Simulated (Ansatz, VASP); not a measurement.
# Be3Se2O in VASP and in Ansatz

```xyz
12
Lattice="5.3148 0.0000 0.0000 -2.6574 4.6027 0.0000 0.0000 0.0000 8.7282" Properties=species:S:1:pos:R:3 pbc="T T T"
Be    0.0000    0.0000    2.1821
Be    0.0000    0.0000    6.5462
Be    0.0000    3.0685    5.2117
Be    0.0000    3.0685    7.8806
Be    2.6574    1.5342    3.5165
Be    2.6574    1.5342    0.8476
Se    0.0000    3.0685    3.6727
Se    0.0000    3.0685    0.6914
Se    2.6574    1.5342    5.0556
Se    2.6574    1.5342    8.0368
O     0.0000    3.0685    2.1821
O     2.6574    1.5342    6.5462
```

Alike in both runs: task single point; functional PBE; k mesh 6 × 6 × 2; occupations gaussian, width 0.1 eV; no spin polarisation.

|  | VASP | Ansatz |
| --- | --- | --- |
| version | VASP 6.6.1 | Ansatz 0.2.0 |
| potentials or method | VASP PAW PBE potentials, release 64 (Be, Se, O), cutoff 520 eV | scalar-relativistic, plane waves, PAW |
| valence electrons in the cell | 48 | 88 |

|  | VASP | Ansatz | Ansatz less VASP |
| --- | --- | --- | --- |
| gap on the k mesh at the Fermi level (eV) | none | none | - |
| rms of the force components (eV/Å) | 5.417 | 5.347 | -0.0697 |

Atom by atom the forces differ by 0.098 eV/Å (rms over components). A gap of «none» marks a metal or a gap that the smearing closes. VASP's potentials hold 48 valence electrons a cell and Ansatz's 88, so a difference there can come from the potentials and not from the codes.
